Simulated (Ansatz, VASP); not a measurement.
One calculation of Ba3Y, two programs

INCAR

```
SYSTEM = Ba3Y
  ALGO = Normal
  EDIFF = 1E-7
  ENCUT = 520
  GGA = PS
  ISIF = 2
  ISMEAR = -1
  LASPH = .TRUE.
  LCHARG = .FALSE.
  LREAL = .FALSE.
  LWAVE = .FALSE.
  NBANDS = 28
  NELM = 100
  PREC = Accurate
  SIGMA = 0.1
```

The input KPOINTS:

```
k-points
0
G
  4 4 4
  0 0 0
```

POSCAR

```
Ba3Y
1.0
   -2.9559900000      2.9559900000      5.9338000000
    2.9559900000     -2.9559900000      5.9338000000
    2.9559900000      2.9559900000     -5.9338000000
Ba Y
3 1
Direct
    0.7500000000      0.2500000000      0.5000000000
    0.2500000000      0.7500000000      0.5000000000
    0.5000000000      0.5000000000      0.0000000000
    0.0000000000      0.0000000000      0.0000000000
```

Input for Ansatz:

```yaml
crystal:
  lattice:
    - [-2.95599, 2.95599, 5.9338]
    - [2.95599, -2.95599, 5.9338]
    - [2.95599, 2.95599, -5.9338]
  atoms:
    - { symbol: Ba, position: [0.75, 0.25, 0.5] }
    - { symbol: Ba, position: [0.25, 0.75, 0.5] }
    - { symbol: Ba, position: [0.5, 0.5, 0.0] }
    - { symbol: "Y", position: [0.0, 0.0, 0.0] }
kpoints:
  mp_grid:
    grid: [4, 4, 4]
hamiltonian:
  xc: pbesol
  pseudopotentials:
    kind: paw
scf:
  convergence:
    dr2_threshold: 1.0e-08
  occupations:
    method: fermi_dirac
output:
  forces: true
  stress: true
  eigenvalues: true
```

Alike in both runs: task single point; functional PBEsol; k mesh 4 × 4 × 4; no spin polarisation.

```csv
,VASP,Ansatz
version,VASP 6.6.1,Ansatz 0.2.0
potentials or method,"VASP PAW PBE potentials, release 64 (Ba_sv, Y_sv)","plane waves, PAW"
plane-wave cutoff (eV),520,420
occupations,"fermi-dirac, width 0.1 eV",fermi-dirac
valence electrons in the cell,41,41
```

```csv
,VASP,Ansatz,Ansatz less VASP
gap on the k mesh at the Fermi level (eV),none,none,-
pressure (GPa),-0.9,-1.0,-0.09
```

VASP's potentials were made for PBE, not for PBEsol. A gap of «none» marks a metal or a gap that the smearing closes. Ansatz's warnings: stress scf threshold loose.

The k mesh is coarse, so the values compare programs but aren't converged. Neither program's run includes spin-orbit coupling.
